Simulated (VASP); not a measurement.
Set up this calculation in VASP 6.6.1, as the native input.

```
Task                   : single point
Functional             : PBEsol
Potentials or basis    : VASP PAW PBE potentials, release 64 (B, As)
Cutoff                 : 420 eV
k mesh                 : 2 × 2 × 2
Occupations            : fermi-dirac, width 0.05 eV
Spin                   : no spin polarisation
Dipole correction      : no
Further INCAR settings : ALGO = Normal; EDIFF = 1e-06; NBANDS = 42
```

The structure of B8As7 (a cell with a defect) lies in POSCAR:

```
B8As7
1.0
    0.0000000000      4.7770000000      4.7770000000
    4.7770000000      0.0000000000      4.7770000000
    4.7770000000      4.7770000000      0.0000000000
B As
8 7
Direct
   -0.0117857375     -0.0117857375     -0.0117857375
   -0.0117857375     -0.0117857375      0.5353572125
   -0.0117857375      0.5353572125     -0.0117857375
   -0.0014206549      0.5004735516      0.5004735516
    0.5353572125     -0.0117857375     -0.0117857375
    0.5004735516     -0.0014206549      0.5004735516
    0.5004735516      0.5004735516     -0.0014206549
    0.5004735516      0.5004735516      0.5004735516
    0.1267178054      0.1267178054      0.6232821946
    0.1267178054      0.6232821946      0.1267178054
    0.1267178054      0.6232821946      0.6232821946
    0.6232821946      0.1267178054      0.1267178054
    0.6232821946      0.1267178054      0.6232821946
    0.6232821946      0.6232821946      0.1267178054
    0.6250000000      0.6250000000      0.6250000000
```

One way to write it, as run:

INCAR

```
SYSTEM = B8As7
ALGO = Normal
EDIFF = 1E-6
ENCUT = 420
GGA = PS
GGA_COMPAT = .False.
ISIF = 2
ISMEAR = -1
LASPH = .True.
LCHARG = .False.
LREAL = .False.
LWAVE = .False.
NBANDS = 42
NELM = 120
PREC = Accurate
SIGMA = 0.05
```

KPOINTS

```
k-points
0
Gamma
  2 2 2
  0 0 0
```

Potentials or basis: VASP PAW PBE potentials, release 64 (B, As).

Launch:

```sh
$ cat potpaw_PBE.64/B/POTCAR potpaw_PBE.64/As/POTCAR > POTCAR
$ mpirun -np 1 vasp_std > vasp.out
```

Results of the run:

* Pressure: 0.1 GPa
* Largest force: 0.037 eV/Å
* Band gap on the k mesh: zero (an odd number of electrons rules out a gap without spin polarisation)

Caveat: the k points lie up to 0.57 Å⁻¹ apart, too coarse for converged energies and pressures of a metal; the PAW data sets were made with another functional, which shifts forces and pressure a little.

It took 24 s on 1 thread of Intel(R) Xeon(R) 6975P-C (Granite Rapids), with other jobs on the host, peak memory 0.3 GiB.
